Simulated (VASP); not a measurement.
# CuO (Cccm) in VASP: notebook

CuO is run at these levels: PBEsol; tasks: single point.

All numbers are computed with VASP 6.6.1; they aren't measurements. Logs are shortened: lines on timing, memory, paths and dates and some standing lists are left out, and cuts for length are marked.

## (1) The cell of the first run

Symmetry: Cccm, No. 66, orthorhombic system. The conventional cell has a = 3.982 Å, b = 4.307 Å, c = 5.156 Å, α = 90.00°, β = 90.00°, γ = 90.00°. Within 2.6 Å of Cu (site symmetry 2/m) lie 4 O at 1.95 Å. Within 2.6 Å of O (site symmetry 222) lie 4 Cu at 1.95 Å and 2 O at 2.58 Å.

## (2) Single point, PBEsol

INCAR reads:

```
PREC = Accurate
ENCUT = 700
EDIFF = 1E-6
ISMEAR = -1
SIGMA = 0.05
LREAL = F
LASPH = T
NELM = 120
ALGO = Normal
ISIF = 2
LWAVE = F
LCHARG = F
GGA = PS
NBANDS = 33
GGA_COMPAT = F
```

KPOINTS reads:

```
Automatic mesh
0
Gamma
  8 8 5
```

POSCAR reads:

```
CuO
1.0
    1.9909680000     -2.1535500000      0.0000000000
    1.9909680000      2.1535500000      0.0000000000
    0.0000000000      0.0000000000      5.1559280000
Cu O
2 2
Direct
    0.5000000000      0.0000000000      0.0000000000
    0.0000000000      0.5000000000      0.5000000000
    0.5000000000      0.5000000000      0.2500000000
    0.5000000000      0.5000000000      0.7500000000
```

Potentials or basis: VASP PAW PBE potentials, release 64 (Cu_sv_GW, O).

The run is started by

```
$ cat potpaw_PBE.64/Cu_sv_GW/POTCAR potpaw_PBE.64/O/POTCAR > POTCAR
$ mpirun -np 1 vasp_std > vasp.out
```

OUTCAR:

```text
PREC = Accurate
   ENCUT = 700
   EDIFF = 1E-6
   ISMEAR = -1
   LREAL = F
   LASPH = T
   NELM = 120
   ISIF = 2
   GGA = PS

 ion  position               nearest neighbor table
   1  0.500  0.000  0.000-   3 1.95   4 1.95   3 1.95   4 1.95
   2  0.000  0.500  0.500-   3 1.95   4 1.95   3 1.95   4 1.95
   3  0.500  0.500  0.250-   1 1.95   2 1.95   1 1.95   2 1.95
   4  0.500  0.500  0.750-   1 1.95   2 1.95   1 1.95   2 1.95

  LATTYP: Found a base centered orthorhombic cell.
 ALAT       =     3.9819360000
 B/A-ratio  =     1.0816597755
 C/A-ratio  =     1.2948294498

  Lattice vectors:

 A1 = (   1.9909680000,  -2.1535500000,   0.0000000000)
 A2 = (   1.9909680000,   2.1535500000,   0.0000000000)
 A3 = (   0.0000000000,   0.0000000000,   5.1559280000)

Analysis of symmetry for initial positions (statically):
=====================================================================
 Subroutine PRICEL returns:
 Original cell was already a primitive cell.

 Routine SETGRP: Setting up the symmetry group for a
 base centered orthorhombic supercell.

 Subroutine GETGRP returns: Found  8 space group operations
 (whereof  4 operations were pure point group operations)
 out of a pool of  8 trial point group operations.

The static configuration has the point symmetry C_2h.
 The point group associated with its full space group is D_2h.

Analysis of symmetry for dynamics (positions and initial velocities):
=====================================================================
 Subroutine PRICEL returns:
 Original cell was already a primitive cell.

 Routine SETGRP: Setting up the symmetry group for a
 base centered orthorhombic supercell.

 Subroutine GETGRP returns: Found  8 space group operations
 (whereof  4 operations were pure point group operations)
 out of a pool of  8 trial point group operations.

The dynamic configuration has the point symmetry C_2h.
 The point group associated with its full space group is D_2h.

 Subroutine INISYM returns: Found  8 space group operations
 (whereof  4 operations are pure point group operations),
 and found     1 'primitive' translations

----------------------------------------------------------------------------------------

                                     Primitive cell

  volume of cell :      44.2136

  direct lattice vectors                    reciprocal lattice vectors
     1.990968000 -2.153550000  0.000000000     0.251134122 -0.232174781  0.000000000
     1.990968000  2.153550000  0.000000000     0.251134122  0.232174781  0.000000000
     0.000000000  0.000000000  5.155928000     0.000000000  0.000000000  0.193951506

  length of vectors
     2.932870809  2.932870809  5.155928000     0.342013854  0.342013854  0.193951506

  position of ions in fractional coordinates (direct lattice)
     0.500000000  0.000000000  0.000000000
     0.000000000  0.500000000  0.500000000
     0.500000000  0.500000000  0.250000000
     0.500000000  0.500000000  0.750000000

  ion indices of the primitive-cell ions
   primitive index   ion index
                 1           1
                 2           2
                 3           3
                 4           4

----------------------------------------------------------------------------------------

 KPOINTS: Automatic mesh

Automatic generation of k-mesh.
 Grid dimensions read from file:
 generate k-points for:    8    8    5

 Generating k-lattice:

  Cartesian coordinates                     Fractional coordinates (reciprocal lattice)
     0.031391765 -0.029021848  0.000000000     0.125000000  0.000000000  0.000000000
     0.031391765  0.029021848  0.000000000     0.000000000  0.125000000  0.000000000
     0.000000000  0.000000000  0.038790301     0.000000000  0.000000000  0.200000000

  Length of vectors
     0.042751732  0.042751732  0.038790301

  Shift w.r.t. Gamma in fractional coordinates (k-lattice)
     0.000000000  0.000000000  0.000000000

 Subroutine IBZKPT returns following result:
 ===========================================

 Found     63 irreducible k-points:

 Following reciprocal coordinates:
            Coordinates               Weight
  0.000000  0.000000  0.000000      1.000000
  0.125000 -0.000000  0.000000      4.000000
  0.250000 -0.000000  0.000000      4.000000
  0.375000  0.000000  0.000000      4.000000
  0.500000 -0.000000  0.000000      2.000000
  0.125000  0.125000  0.000000      2.000000
[... 16 lines left out ...]
  0.125000 -0.000000  0.200000      8.000000
  0.250000 -0.000000  0.200000      8.000000
 [... further k-points ...]
   k-points           NKPTS =     63   k-points in BZ     NKDIM =     63   number of bands    NBANDS=     33
   number of dos      NEDOS =    301   number of ions     NIONS =      4
   total plane-waves  NPLWV =  37632
   dimension x,y,z NGX =    28 NGY =   28 NGZ =   48
   dimension x,y,z NGXF=    56 NGYF=   56 NGZF=   96
   ions per type =               2   2
   NGX,Y,Z   is equivalent  to a cutoff of  15.87, 15.87, 15.48 a.u.
   NGXF,Y,Z  is equivalent  to a cutoff of  31.74, 31.74, 30.95 a.u.
 SYSTEM =  unknown system
   PREC   = accura    normal or accurate (medium, high low for compatibility)
   ISTART =      0    job   : 0-new  1-cont  2-samecut
   ICHARG =      2    charge: 1-file 2-atom 10-const
   ISPIN  =      1    spin polarized calculation?
   LNONCOLLINEAR =      F non collinear calculations
   LSORBIT =      F    spin-orbit coupling
   LASPH  =      T    aspherical Exc in radial PAW
   ENCUT  =  700.0 eV  51.45 Ry    7.17 a.u.   6.33  6.33 11.12*2*pi/ulx,y,z
   NELM   =    120;   NELMIN=  2; NELMDL= -5     # of ELM steps
   EDIFF  = 0.1E-05   stopping-criterion for ELM
   LREAL  =      F    real-space projection
   EDIFFG = 0.1E-04   stopping-criterion for IOM
   NSW    =      0    number of steps for IOM
   IBRION =     -1    ionic relax: 0-MD 1-quasi-New 2-CG
   NFREE  =      0    steps in history (QN), initial steepest desc. (CG)
   ISIF   =      2    stress and relaxation
   ISYM   =      2    0-nonsym 1-usesym 2-fastsym
   POTIM  = 0.5000    time-step for ionic-motion
   TEBEG  =    0.0;   TEEND  =   0.0 temperature during run
   PSTRESS=    0.0 pullay stress
   NELECT =      50.0000    total number of electrons
   NUPDOWN=      -1.0000    fix difference up-down
   EMIN   =  10.00;   EMAX   =-10.00  energy-range for DOS
   EFERMI =   0.00;   METHOD = LEGACY
   ISMEAR =    -1;   SIGMA  =   0.05  broadening in eV -4-tet -1-fermi 0-gaus
   EFERMI_NEDOS =   21; number of points for ismear=-14 and -15
   IALGO  =     38    algorithm
   IMIX   =      4    mixing-type and parameters
     AMIX     =   0.40;   BMIX     =  1.00
     AMIX_MAG =   1.60;   BMIX_MAG =  1.00
  volume/ion in A,a.u.               =      11.05        74.59
  Fermi-wavevector in a.u.,A,eV,Ry     =   1.705609  3.223134 39.580735  2.909102
  Thomas-Fermi vector in A             =   2.784798
   LORBIT       =      0    0 simple, 1 ext, 2 COOP (PROOUT), +10 PAW based schemes
   GGA     = PS    functional components
   LHFCALC =     F    Hartree Fock is set to
   AEXX    =    0.0000 exact exchange contribution
   IVDW    =     0    specifies the selected vdW correction
   LEPSILON=     F    determine dielectric tensor
   LRPA    =     F    only Hartree local field effects (RPA)
 non-spin polarized calculation
  energy-cutoff  :      700.00
  volume of cell :       44.21
 maximum number of plane-waves:      1883
 NGX is ok and might be reduce to    28
   NGX = 13   NGY = 13   NGZ = 23

 number of electron      49.9999989 magnetization

 Free energy of the ion-electron system (eV)
  ---------------------------------------------------
  ext. energy  EPLUGINS =         0.00000000
  ---------------------------------------------------
  free energy    TOTEN  =       -21.64357658 eV

  energy without entropy =      -21.62564887  energy(sigma->0) =      -21.63461273

 E-fermi :   4.7493     XC(G=0): -11.9525

 val. band max:        4.7054681568   @ k =   0.5000   0.3750   0.4000
 cond. band min:       4.7548345852   @ k =  -0.2500   0.1250   0.0000
 fundamental gap:      0.0493664283
 Fermi energy:         4.7493475240

 k-point     1 :       0.0000    0.0000    0.0000
  band No.  band energies     occupation
      1    -107.6085      2.00000
      2    -107.6081      2.00000
      3     -65.2622      2.00000
      4     -65.2616      2.00000
      5     -65.2267      2.00000
      6     -65.2200      2.00000
[... 25 lines left out ...]
     32      19.2337      0.00000
     33      19.9729      0.00000

 k-point     2 :       0.1250   -0.0000    0.0000
  band No.  band energies     occupation
      1    -107.6080      2.00000
      2    -107.6079      2.00000
      3     -65.2632      2.00000
      4     -65.2614      2.00000
      5     -65.2262      2.00000
      6     -65.2202      2.00000
[... 25 lines left out ...]
     32      19.4621      0.00000
     33      19.7163      0.00000

 k-point     3 :       0.2500   -0.0000    0.0000
  band No.  band energies     occupation
      1    -107.6076      2.00000
      2    -107.6076      2.00000
      3     -65.2672      2.00000
      4     -65.2609      2.00000
      5     -65.2252      2.00000
      6     -65.2205      2.00000
[... 25 lines left out ...]
     32      19.1525      0.00000
     33      19.7011      0.00000

 k-point     4 :       0.3750    0.0000    0.0000
  band No.  band energies     occupation
      1    -107.6075      2.00000
      2    -107.6074      2.00000
      3     -65.2714      2.00000
      4     -65.2607      2.00000
      5     -65.2239      2.00000
      6     -65.2214      2.00000
[... 25 lines left out ...]
     32      17.9433      0.00000
     33      19.3990      0.00000

 k-point     5 :       0.5000   -0.0000    0.0000
  band No.  band energies     occupation
      1    -107.6074      2.00000
      2    -107.6073      2.00000
      3     -65.2732      2.00000
      4     -65.2606      2.00000
      5     -65.2226      2.00000
      6     -65.2220      2.00000
[... 604 lines left out ...]
 k-point    22 :       0.0000    0.0000    0.2000
  band No.  band energies     occupation
      1    -107.6084      2.00000
      2    -107.6081      2.00000
      3     -65.2619      2.00000
      4     -65.2614      2.00000
      5     -65.2262      2.00000
      6     -65.2208      2.00000
[... 25 lines left out ...]
     32      19.3416      0.00000
     33      19.8621      0.00000

 k-point    23 :       0.1250   -0.0000    0.2000
  band No.  band energies     occupation
      1    -107.6080      2.00000
      2    -107.6080      2.00000
      3     -65.2631      2.00000
      4     -65.2614      2.00000
      5     -65.2258      2.00000
      6     -65.2209      2.00000
[... 25 lines left out ...]
     32      19.0979      0.00000
     33      20.1585      0.00000

 k-point    24 :       0.2500   -0.0000    0.2000
  band No.  band energies     occupation
      1    -107.6077      2.00000
      2    -107.6076      2.00000
      3     -65.2672      2.00000
      4     -65.2610      2.00000
      5     -65.2247      2.00000
      6     -65.2211      2.00000
[... 25 lines left out ...]
     32      19.1012      0.00000
     33      20.4721      0.00000

 [... further k-points ...]

------------------------ aborting loop because EDIFF is reached ----------------------------------------

  FORCE on cell =-STRESS in cart. coord.  units (eV):
  Direction    XX          YY          ZZ          XY          YZ          ZX
  --------------------------------------------------------------------------------------
  -------------------------------------------------------------------------------------
  Total       -1.9693522     -2.4243792     -2.8255939      0.0000000      0.0000000      0.0000000
  in kB      -71.3637865    -87.8526871   -102.3915809      0.0000000      0.0000000      0.0000000
  external PRESSURE =     -87.2026848 kB  Pullay stress =       0.0000000 kB

 VOLUME and BASIS-vectors are now :
 -----------------------------------------------------------------------------
  energy-cutoff  :      700.00
  volume of cell :       44.21
      direct lattice vectors                 reciprocal lattice vectors
     1.990968000 -2.153550000  0.000000000     0.251134122 -0.232174781  0.000000000
     1.990968000  2.153550000  0.000000000     0.251134122  0.232174781  0.000000000
     0.000000000  0.000000000  5.155928000     0.000000000  0.000000000  0.193951506

 POSITION                                       TOTAL-FORCE (eV/Angst)
 -----------------------------------------------------------------------------------
      0.99548     -1.07678      0.00000         0.000000      0.000000      0.000000
      0.99548      1.07678      2.57796         0.000000      0.000000      0.000000
      1.99097      0.00000      1.28898         0.000000      0.000000      0.000000
      1.99097      0.00000      3.86695         0.000000     -0.000000     -0.000000
 -----------------------------------------------------------------------------------
    total drift:                                0.000000      0.000000     -0.000000

  FREE ENERGIE OF THE ION-ELECTRON SYSTEM (eV)
  ---------------------------------------------------
  free  energy   TOTEN  =       -21.6435765796 eV

  energy  without entropy=      -21.6256488732  energy(sigma->0) =      -21.63461273
```

Wall time 90 s (1 thread of Intel Xeon 6975P-C (Granite Rapids), shared host); peak memory 0.28 GiB.

What came out:

* Free energy: -21.6436 eV
* Pressure: -8.7 GPa
* Band gap on the k mesh: zero (band 25 reaches 5.36 eV, above the bottom of band 26 at 4.49 eV)

Stress tensor (GPa, compression positive):
```
 -7.14   0.00   0.00
  0.00  -8.79   0.00
  0.00   0.00 -10.24
```

Levels at points of the mesh, in eV from the Fermi level:
```csv
k point,band 21,band 22,band 23,band 24,band 25,band 26,band 27,band 28,band 29,band 30
"(0.00, 0.00, 0.00)",-2.33,-2.32,-2.26,-1.86,0.61,0.79,1.35,5.96,7.23,13.15
"(0.50, 0.00, 0.00)",-2.21,-1.84,-1.53,-1.48,0.24,0.48,3.56,5.85,6.27,10.86
"(0.50, 0.50, 0.00)",-2.31,-2.28,-1.58,-1.18,-1.12,1.15,2.06,7.13,9.03,10.25
```

Caveat: the PAW data sets were made with another functional, which shifts forces and pressure a little; semilocal functionals often make such compounds metallic where correlation or magnetic order opens a gap, which also shifts bond lengths.

## (3) Single point, PBEsol

This run uses another cell than the first one, of 10.62 Å³/atom, 0.960 times its volume.

Edit INCAR of step 2 so:

```diff
@@ -11,4 +11,6 @@
 LWAVE = F
-LCHARG = F
+LCHARG = T
 GGA = PS
+LELF = T
+LVHAR = T
 NBANDS = 33
```

KPOINTS is that of step 2.

Edit POSCAR of step 2 so:

```diff
@@ -2,4 +2,4 @@
 1.0
-    1.9909680000     -2.1535500000      0.0000000000
-    1.9909680000      2.1535500000      0.0000000000
+    1.9511486400     -2.1104790000      0.0000000000
+    1.9511486400      2.1104790000      0.0000000000
     0.0000000000      0.0000000000      5.1559280000
```

Potentials or basis: VASP PAW PBE potentials, release 64 (Cu_sv_GW, O).

The run is started by

```
$ cat potpaw_PBE.64/Cu_sv_GW/POTCAR potpaw_PBE.64/O/POTCAR > POTCAR
$ mpirun -np 1 vasp_std > vasp.out
```

Wall time 76 s (1 thread of AMD EPYC 9R45 (Zen 5), shared host); peak memory 0.25 GiB.

Results (log left out):

- Free energy: -21.6684 eV
- Pressure: -3.3 GPa
- Band gap on the k mesh: zero (band 25 reaches 5.86 eV, above the bottom of band 26 at 4.98 eV)

Stress tensor (GPa, compression positive):
```
-1.82  0.00  0.00
 0.00 -2.80  0.00
 0.00  0.00 -5.20
```

Levels at points of the mesh, in eV from the Fermi level:
```csv
k point,band 23,band 24,band 25,band 26,band 27,band 28
"(0.00, 0.00, 0.00)",-2.37,-2.02,0.60,0.79,1.45,6.05
"(0.50, 0.00, 0.00)",-1.60,-1.55,0.24,0.46,3.37,6.04
"(0.50, 0.50, 0.00)",-1.61,-1.20,-1.15,1.21,1.99,7.08
```

Caveat: the PAW data sets were made with another functional, which shifts forces and pressure a little; semilocal functionals often make such compounds metallic where correlation or magnetic order opens a gap, which also shifts bond lengths. With open d or f shells a metallic result of PBEsol can be an artefact of self-interaction; +U or a hybrid may open a gap.
